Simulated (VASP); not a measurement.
# Ca (P6_3/mmc) in VASP: further runs

The runs below take Ca through single point, with revPBE.

Everything below comes from runs of VASP 6.6.1. Logs are shortened: lines on timing, memory, paths and dates and some standing lists are left out, and cuts for length are marked.

**1. The cell of the first run**

The structure is hexagonal, space group P6_3/mmc (No. 194). Conventional cell: a = 4.063 Å, b = 4.063 Å, c = 13.316 Å, α = 90.00°, β = 90.00°, γ = 120.00°. Ca (site symmetry -3m) has 12 Ca at 4.06 to 4.07 Å within 5.3 Å. Within 5.3 Å of Ca (site symmetry -6m2) lie 12 Ca at 4.06 to 4.07 Å.

**2. Single point, revPBE (volume scaled by 1.08)**

INCAR reads:

```
ALGO = Normal ; EDIFF = 1E-6
ENCUT = 520 ; GGA = RE
ISIF = 2 ; ISMEAR = -1
LASPH = True ; LCHARG = False
LREAL = False ; LWAVE = False
NBANDS = 28 ; NELM = 80
PREC = Accurate ; SIGMA = 0.1
```

KPOINTS reads:

```
k-points
0
Gamma
  10 10 3
```

POSCAR reads:

```
Ca
1.0
    4.0632371158      0.0000000000      0.0000000000
   -2.0316185579      3.5188665639      0.0000000000
    0.0000000000      0.0000000000     13.3163491941
Ca
4
Direct
    0.0000000000      0.0000000000      0.0000000000
    0.0000000000      0.0000000000      0.5000000000
    0.3333333333      0.6666666667      0.2500000000
    0.6666666667      0.3333333333      0.7500000000
```

Potentials or basis: VASP PAW PBE potentials, release 64 (Ca_sv).

Started as:

```
$ cat potpaw_PBE.64/Ca_sv/POTCAR > POTCAR
$ mpirun -np 1 vasp_std > vasp.out
```

OUTCAR:

```text
EDIFF = 1E-6
   ENCUT = 520
   GGA = RE
   ISIF = 2
   ISMEAR = -1
   LASPH = True
   LREAL = False
   NELM = 80
   PREC = Accurate

 ion  position               nearest neighbor table
   1  0.000  0.000  0.000-
   2  0.000  0.000  0.500-
   3  0.333  0.667  0.250-
   4  0.667  0.333  0.750-

  LATTYP: Found a hexagonal cell.
 ALAT       =     4.0632371158
 C/A-ratio  =     3.2772759292

  Lattice vectors:

 A1 = (   4.0632371158,   0.0000000000,   0.0000000000)
 A2 = (  -2.0316185579,   3.5188665639,   0.0000000000)
 A3 = (   0.0000000000,   0.0000000000,  13.3163491941)

Analysis of symmetry for initial positions (statically):
=====================================================================
 Subroutine PRICEL returns:
 Original cell was already a primitive cell.

 Routine SETGRP: Setting up the symmetry group for a
 hexagonal supercell.

 Subroutine GETGRP returns: Found 24 space group operations
 (whereof 12 operations were pure point group operations)
 out of a pool of 24 trial point group operations.

The static configuration has the point symmetry D_3d.
 The point group associated with its full space group is D_6h.

Analysis of symmetry for dynamics (positions and initial velocities):
=====================================================================
 Subroutine PRICEL returns:
 Original cell was already a primitive cell.

 Routine SETGRP: Setting up the symmetry group for a
 hexagonal supercell.

 Subroutine GETGRP returns: Found 24 space group operations
 (whereof 12 operations were pure point group operations)
 out of a pool of 24 trial point group operations.

The dynamic configuration has the point symmetry D_3d.
 The point group associated with its full space group is D_6h.

 Subroutine INISYM returns: Found 24 space group operations
 (whereof 12 operations are pure point group operations),
 and found     1 'primitive' translations

----------------------------------------------------------------------------------------

                                     Primitive cell

  volume of cell :     190.3970

  direct lattice vectors                    reciprocal lattice vectors
     4.063237116  0.000000000  0.000000000     0.246109191  0.142091208  0.000000000
[... 80 lines left out ...]
 SYSTEM =  unknown system
   PREC   = accura    normal or accurate (medium, high low for compatibility)
   ISTART =      0    job   : 0-new  1-cont  2-samecut
   ICHARG =      2    charge: 1-file 2-atom 10-const
   ISPIN  =      1    spin polarized calculation?
   LNONCOLLINEAR =      F non collinear calculations
   LSORBIT =      F    spin-orbit coupling
   LASPH  =      T    aspherical Exc in radial PAW
   ENCUT  =  520.0 eV  38.22 Ry    6.18 a.u.   7.55  7.55 24.76*2*pi/ulx,y,z
   NELM   =     80;   NELMIN=  2; NELMDL= -5     # of ELM steps
   EDIFF  = 0.1E-05   stopping-criterion for ELM
   LREAL  =      F    real-space projection
   EDIFFG = 0.1E-04   stopping-criterion for IOM
   NSW    =      0    number of steps for IOM
   IBRION =     -1    ionic relax: 0-MD 1-quasi-New 2-CG
   NFREE  =      0    steps in history (QN), initial steepest desc. (CG)
   ISIF   =      2    stress and relaxation
   ISYM   =      2    0-nonsym 1-usesym 2-fastsym
   POTIM  = 0.5000    time-step for ionic-motion
   TEBEG  =    0.0;   TEEND  =   0.0 temperature during run
   PSTRESS=    0.0 pullay stress
   NELECT =      40.0000    total number of electrons
   NUPDOWN=      -1.0000    fix difference up-down
   EMIN   =  10.00;   EMAX   =-10.00  energy-range for DOS
   EFERMI =   0.00;   METHOD = LEGACY
   ISMEAR =    -1;   SIGMA  =   0.10  broadening in eV -4-tet -1-fermi 0-gaus
   EFERMI_NEDOS =   21; number of points for ismear=-14 and -15
   IALGO  =     38    algorithm
   IMIX   =      4    mixing-type and parameters
     AMIX     =   0.40;   BMIX     =  1.00
     AMIX_MAG =   1.60;   BMIX_MAG =  1.00
  volume/ion in A,a.u.               =      47.60       321.22
  Fermi-wavevector in a.u.,A,eV,Ry     =   0.973213  1.839107 12.886683  0.947144
  Thomas-Fermi vector in A             =   2.103575
   LORBIT       =      0    0 simple, 1 ext, 2 COOP (PROOUT), +10 PAW based schemes
   GGA     = RE    functional components
   LHFCALC =     F    Hartree Fock is set to
   AEXX    =    0.0000 exact exchange contribution
   IVDW    =     0    specifies the selected vdW correction
   LEPSILON=     F    determine dielectric tensor
   LRPA    =     F    only Hartree local field effects (RPA)
 non-spin polarized calculation
  energy-cutoff  :      520.00
  volume of cell :      190.40
 maximum number of plane-waves:      5167
   NGX = 15   NGY = 15   NGZ = 49

 number of electron      39.9999997 magnetization

 Free energy of the ion-electron system (eV)
  ---------------------------------------------------
  ext. energy  EPLUGINS =         0.00000000
  ---------------------------------------------------
  free energy    TOTEN  =        -7.08830237 eV

  energy without entropy =       -6.91716323  energy(sigma->0) =       -7.00273280

 E-fermi :   1.6085     XC(G=0):  -7.2779

 val. band max:        1.6052267389   @ k =   0.5000  -0.0000   0.0000
 cond. band min:       1.6165721059   @ k =   0.3000   0.3000   0.0000
 fundamental gap:      0.0113453670
 Fermi energy:         1.6084810188

 k-point     1 :       0.0000    0.0000    0.0000
  band No.  band energies     occupation
      1     -40.7921      2.00000
      2     -40.7906      2.00000
      3     -40.7832      2.00000
      4     -40.7817      2.00000
      5     -21.7578      2.00000
      6     -21.7177      2.00000
[... 733 lines left out ...]
     27       3.2142      0.00000
     28       3.4518      0.00000

 [... further k-points ...]
[... 5 lines left out ...]
  --------------------------------------------------------------------------------------
  -------------------------------------------------------------------------------------
  Total       -1.3040036     -1.3040036     -1.3051235     -0.0000000      0.0000000      0.0000000
  in kB      -10.9730974    -10.9730974    -10.9825209     -0.0000000      0.0000000      0.0000000
  external PRESSURE =     -10.9762386 kB  Pullay stress =       0.0000000 kB

 VOLUME and BASIS-vectors are now :
 -----------------------------------------------------------------------------
  energy-cutoff  :      520.00
  volume of cell :      190.40
      direct lattice vectors                 reciprocal lattice vectors
     4.063237116  0.000000000  0.000000000     0.246109191  0.142091208  0.000000000
    -2.031618558  3.518866564  0.000000000     0.000000000  0.284182416  0.000000000
     0.000000000  0.000000000 13.316349194     0.000000000  0.000000000  0.075095658

 POSITION                                       TOTAL-FORCE (eV/Angst)
 -----------------------------------------------------------------------------------
      0.00000      0.00000      0.00000         0.000000      0.000000     -0.000000
      0.00000      0.00000      6.65817         0.000000      0.000000     -0.000000
     -0.00000      2.34591      3.32909        -0.000000     -0.000000      0.000000
      2.03162      1.17296      9.98726         0.000000      0.000000      0.000000
 -----------------------------------------------------------------------------------
    total drift:                               -0.000000      0.000000     -0.000000

  FREE ENERGIE OF THE ION-ELECTRON SYSTEM (eV)
  ---------------------------------------------------
  free  energy   TOTEN  =        -7.0883023692 eV

  energy  without entropy=       -6.9171632333  energy(sigma->0) =       -7.00273280
```

OSZICAR:

```text
N       E                     dE             d eps       ncg     rms          rms(c)
DAV:   1     0.376175864709E+03    0.37618E+03   -0.19373E+04  1616   0.128E+03
DAV:   2     0.150598105712E+02   -0.36112E+03   -0.35755E+03  1648   0.383E+02
DAV:   3    -0.489120166749E+01   -0.19951E+02   -0.19617E+02  2568   0.666E+01
DAV:   4    -0.698497130787E+01   -0.20938E+01   -0.20806E+01  2456   0.185E+01
DAV:   5    -0.707799466712E+01   -0.93023E-01   -0.92893E-01  2324   0.363E+00    0.479E+00
DAV:   6    -0.707983032603E+01   -0.18357E-02   -0.84753E-02  2060   0.207E+00    0.284E+00
DAV:   7    -0.708937556865E+01   -0.95452E-02   -0.73346E-02  1896   0.239E+00    0.219E-01
DAV:   8    -0.708806468809E+01    0.13109E-02   -0.66331E-03  2052   0.608E-01    0.122E-01
DAV:   9    -0.708825351083E+01   -0.18882E-03   -0.90479E-04  2760   0.101E-01    0.480E-02
DAV:  10    -0.708833119054E+01   -0.77680E-04   -0.21042E-04  1872   0.138E-01    0.883E-02
DAV:  11    -0.708830434213E+01    0.26848E-04   -0.72079E-05  1984   0.770E-02    0.488E-03
DAV:  12    -0.708830262056E+01    0.17216E-05   -0.34241E-06  1664   0.104E-02    0.154E-03
DAV:  13    -0.708830236915E+01    0.25141E-06   -0.26875E-07  1216   0.422E-03
   1 F= -.70883024E+01 E0= -.70027328E+01  d E =-.171139E+00
```

stdout:

```text
POSCAR found type information on POSCAR Ca
 POSCAR found :  1 types and       4 ions
 scaLAPACK will be used
 -----------------------------------------------------------------------------
|                                                                             |
|                                                                             |
|     You enforced a specific xc type in the INCAR file but a different       |
|     I HOPE YOU KNOW WHAT YOU ARE DOING!                                     |
|                                                                             |
 -----------------------------------------------------------------------------

 LDA part: xc-table for (Slater+PW92), standard interpolation
 POSCAR, INCAR and KPOINTS ok, starting setup
 FFT: planning ... GRIDC
 FFT: planning ... GRID_SOFT
 FFT: planning ... GRID
 WAVECAR not read
 entering main loop
```

It took 4.9 min on 1 thread of Oxide Virtual Turin-like, shared host; peak memory 0.3 GiB.

What came out:

```
Free energy            : -7.0883 eV
Pressure               : -1.1 GPa
Band gap on the k mesh : zero (band 20 reaches 1.76 eV, above the bottom of band 21 at 1.33 eV)
```

Levels at points of the mesh, in eV from the Fermi level:
```tsv
k point	band 17	band 18	band 19	band 20	band 21	band 22	band 23	band 24
(0.00, 0.00, 0.00)	-3.82	-2.90	-2.90	-0.95	-0.28	1.35	1.36	2.12
(0.50, 0.00, 0.00)	-1.02	-0.82	-0.59	-0.50	-0.06	0.00	0.50	0.52
```

Caveat: the PAW data sets were made with another functional, which shifts forces and pressure a little.

**3. Single point, revPBE (volume scaled by 1.12)**

INCAR reads:

```
PREC = Accurate
ENCUT = 520
EDIFF = 1E-6
ISMEAR = -1
SIGMA = 0.1
LREAL = False
LASPH = True
NELM = 60
ALGO = Normal
ISIF = 2
LWAVE = False
LCHARG = False
GGA = RE
NBANDS = 28
```

KPOINTS reads:

```
regular mesh
0
Gamma
  10 10 3
```

POSCAR reads:

```
Ca
1.0
    4.1127936720      0.0000000000      0.0000000000
   -2.0563968360      3.5617838005      0.0000000000
    0.0000000000      0.0000000000     13.4787597028
Ca
4
Direct
    0.0000000000      0.0000000000      0.0000000000
    0.0000000000      0.0000000000      0.5000000000
    0.3333333333      0.6666666667      0.2500000000
    0.6666666667      0.3333333333      0.7500000000
```

Potentials or basis: VASP PAW PBE potentials, release 64 (Ca_sv).

Started as:

```
$ cat potpaw_PBE.64/Ca_sv/POTCAR > POTCAR
$ mpirun -np 1 vasp_std > vasp.out
```

It took 4.5 min on 1 thread of Oxide Virtual Turin-like, shared host; peak memory 0.33 GiB.

The run converged. Its results:

```yaml
Free_energy: -7.0317 eV
Pressure: -1.5 GPa
Band_gap_on_the_k_mesh: zero (band 20 reaches 1.63 eV, above the bottom of band 21 at 1.18 eV)
```

Levels at points of the mesh, in eV from the Fermi level:
| k point | band 16 | band 17 | band 18 | band 19 | band 20 | band 21 | band 22 | band 23 | band 24 | band 25 |
| --- | --- | --- | --- | --- | --- | --- | --- | --- | --- | --- |
| (0.00, 0.00, 0.00) | -23.37 | -3.76 | -2.86 | -2.85 | -0.94 | -0.29 | 1.32 | 1.33 | 2.07 | 2.08 |
| (0.50, 0.00, 0.00) | -23.38 | -1.02 | -0.82 | -0.58 | -0.49 | -0.06 | -0.02 | 0.50 | 0.53 | 1.07 |

Caveat: the PAW data sets were made with another functional, which shifts forces and pressure a little.
